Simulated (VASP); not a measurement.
Crystal: KHgF2.

```
K Hg F
1.0
     4.18900    0.00000    0.00000
     0.00000    4.18900    0.00000
     0.00000    0.00000    4.03508
K Hg F
1 1 2
Direct
  0.50000 0.50000 0.50000
  0.00000 0.00000 0.00000
  0.50000 0.00000 0.00000
  0.00000 0.50000 0.00000
```

| Property | Result |
| --- | --- |
| Program | VASP 6.6.1 |
| Task | relaxation of cell and atoms |
| Functional | PBE |
| Potentials or basis | VASP PAW PBE potentials, release 64 (K_sv, Hg, F) |
| Cutoff | 600 eV |
| k mesh | 4 × 4 × 4 |
| Occupations | gaussian, width 0.1 eV |
| Spin | no spin polarisation |

At the start: pressure 24.3 GPa; volume 17.70 Å³/atom.

**Question.** Where does the relaxation end?

**Answer.** Over 12 steps the energy falls by 535.4 meV/atom and the volume is 19.66 Å³/atom (+11.1 %); space group P4/mmm (No. 123, to 0.1 Å) before and after.

Step by step:
```csv
step,energy change (eV),largest force (eV/Å),pressure (GPa),volume (Å³)
1,0.0000,0.0000,24.27,70.81
2,-1.8360,0.0000,-3.95,100.94
3,-1.9429,0.0000,-0.46,92.32
4,-1.9455,0.0000,-1.05,93.52
5,-1.9452,0.0000,-0.82,93.03
6,-1.9780,0.0000,-0.74,91.39
7,-2.0614,0.0000,-0.49,86.40
8,-2.1380,0.0000,0.68,76.23
9,-2.1406,0.0000,0.43,77.70
10,-2.1407,0.0000,0.36,78.15
11,-2.1399,0.0000,-0.55,79.30
12,-2.1416,0.0000,-0.03,78.63
```

Final structure:
```
CELL_PARAMETERS angstrom
4.86304 0.00000 0.00000
0.00000 4.86304 0.00000
0.00000 0.00000 3.32500
ATOMIC_POSITIONS crystal
K 0.50000 0.50000 0.50000
Hg 0.00000 0.00000 0.00000
F 0.50000 0.00000 0.00000
F 0.00000 0.50000 0.00000
```

Caveat: the k points lie up to 0.47 Å⁻¹ apart in the final cell, too coarse for converged energies and pressures of a metal; a cell axis changed by over 15 % at a fixed basis, so the end point is rough; an odd number of electrons without spin polarisation forces a metal; a magnetic or distorted state may lie lower.
